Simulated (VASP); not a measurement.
Runs of VASP 6.6.1 on Ti. The structure is that of space group I4/mmm (No. 139), or close to it. The cells are those of the table. 

```tsv
cell	gap on the mesh (eV)	pressure (GPa)
a = 2.988, b = 2.988, c = 3.101 Å, angles 58.7, 58.7, 62.5°, 1 atom	none	-10.2
a = 2.880, b = 2.880, c = 3.101 Å, angles 57.4, 57.4, 65.1°, 1 atom	none	-3.6
a = 2.819, b = 2.819, c = 2.641 Å, angles 62.1, 62.1, 55.9°, 1 atom	none	(a)
a = 2.758, b = 2.758, c = 2.871 Å, angles 58.6, 58.6, 62.7°, 1 atom	none	(b)
a = 2.880, b = 2.880, c = 2.641 Å, angles 62.7, 62.7, 54.6°, 1 atom	none	15.9
```

Alike in all rows: task single point; level PBE; potentials or basis VASP PAW PBE potentials, release 64 (Ti_sv); no spin polarisation; k mesh 20 × 20 × 20; cutoff (eV) 520; smearing gaussian 0.15 eV.

**Question.** Fill in the values left out.

**Answer.** (a) 22.6; (b) 15.5.

Caveats: the cell stands under pressure (at least some runs); the cell stands under tension (at least some runs).

A gap of «none» marks levels without a gap at the run's occupations.
